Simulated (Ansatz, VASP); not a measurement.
Hf3SnS8 in VASP and in Ansatz

File INCAR:

```
PREC = Accurate
ENCUT = 600
EDIFF = 1E-6
ISMEAR = 0
SIGMA = 0.02
LREAL = False
LASPH = True
NELM = 80
ALGO = Normal
ISIF = 3
LWAVE = False
LCHARG = False
GGA = PE
IBRION = 2
NSW = 100
EDIFFG = -0.01
```

KPOINTS

```
regular mesh
0
Gamma
  12 12 1
```

Contents of POSCAR:

```
Hf3SnS8
1.0
    3.6639680000      0.0000000000      0.0000000000
   -1.8319840000      3.1730893000      0.0000000000
    0.0000000000      0.0000000000     27.7544829000
Hf Sn S
3 1 8
Direct
    0.3333333000      0.6666667000      0.3128000000
    0.6666667000      0.3333333000      0.0638780000
    0.6666667000      0.3333333000      0.5617530000
    0.3333333000      0.6666667000      0.8115750000
    0.6666667000      0.3333333000      0.3647140000
    0.6666667000      0.3333333000      0.8652960000
    0.3333333000      0.6666667000      0.1157920000
    0.3333333000      0.6666667000      0.6136680000
    0.0000000000      0.0000000000      0.0119570000
    0.0000000000      0.0000000000      0.5098340000
    0.0000000000      0.0000000000      0.2608810000
    0.0000000000      0.0000000000      0.7578540000
```

Input for Ansatz:

```yaml
crystal:
  lattice:
    - [3.663968, 0.0, 0.0]
    - [-1.831984, 3.1730893, 0.0]
    - [0.0, 0.0, 27.7544829]
  atoms:
    - { symbol: Hf, position: [0.3333333, 0.6666667, 0.3128] }
    - { symbol: Hf, position: [0.6666667, 0.3333333, 0.063878] }
    - { symbol: Hf, position: [0.6666667, 0.3333333, 0.561753] }
    - { symbol: Sn, position: [0.3333333, 0.6666667, 0.811575] }
    - { symbol: S, position: [0.6666667, 0.3333333, 0.364714] }
    - { symbol: S, position: [0.6666667, 0.3333333, 0.865296] }
    - { symbol: S, position: [0.3333333, 0.6666667, 0.115792] }
    - { symbol: S, position: [0.3333333, 0.6666667, 0.613668] }
    - { symbol: S, position: [0.0, 0.0, 0.011957] }
    - { symbol: S, position: [0.0, 0.0, 0.509834] }
    - { symbol: S, position: [0.0, 0.0, 0.260881] }
    - { symbol: S, position: [0.0, 0.0, 0.757854] }
basis:
  ecutwfc: 420
kpoints:
  mp_grid: { grid: [12, 12, 1] }
hamiltonian:
  xc: pbe
scf:
  occupations: { method: gaussian, width: 0.02 }
output:
  forces: true
  stress: true
  eigenvalues: true
relax:
  adjacent_minimum: "off"
  f_tol: 0.01
  max_steps: 80
  cell: { stress_tol: 0.05 }
```

Alike in both runs: task relaxation of cell and atoms; functional PBE; k mesh 12 × 12 × 1; occupations gaussian, width 0.02 eV; no spin polarisation.

```csv
,VASP,Ansatz
version,VASP 6.6.1,Ansatz 0.2.0
potentials or method,"VASP PAW PBE potentials, release 64 (Hf_pv, Sn_d, S), cutoff 600 eV","scalar-relativistic, plane waves, PAW"
valence electrons in the cell,92,140
```

|  | VASP | Ansatz | Ansatz less VASP |
| --- | --- | --- | --- |
| gap on the k mesh at the Fermi level, each at its own relaxed structure (eV) | 1.23 | 1.21 | -0.022 |
| relaxed volume (Å³/atom) | 26.78 | 26.89 | +0.109 |
| relaxed length of the cell vector where the two differ most in proportion (Å) | 3.658 | 3.664 | +0.0063 |

VASP's potentials hold 92 valence electrons a cell and Ansatz's 140, so a difference there can come from the potentials and not from the codes.

Spin-orbit coupling is off throughout.
